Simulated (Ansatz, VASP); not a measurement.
# One calculation of ZnS, two programs

```
Zn S
1.0
     0.00000    2.78579    2.70465
     2.78579    0.00000    2.70465
     2.78579    2.78579    0.00000
Zn S
1 1
Cartesian
  0.0000 0.0000 0.0000
  4.1787 4.1787 4.0570
```

Change from the starting cell: equal xx and yy strain of +3 %.

Alike in both runs: task single point; functional PBEsol; k mesh 8 × 8 × 8; occupations fermi-dirac, width 0.01 eV; no spin polarisation.

|  | VASP | Ansatz |
| --- | --- | --- |
| version | VASP 6.6.1 | Ansatz 0.2.0 |
| potentials or method | VASP PAW PBE potentials, release 64 (Zn, S), cutoff 520 eV | all-electron LAPW, scalar-relativistic |

VASP gave:

```
gap on the k mesh at the Fermi level (eV)                     : 1.65
pressure (GPa)                                                : -5.6
traceless stress, the component that is largest in VASP (GPa) : 0.83
```

Q: Which values does Ansatz return?

A: gap on the k mesh at the Fermi level (eV): 1.65; pressure (GPa): -5.7; traceless stress, the component that is largest in VASP (GPa): 0.84.

VASP's potentials were made for PBE, not for PBEsol. Ansatz ran all-electron here, and VASP with PAW potentials.
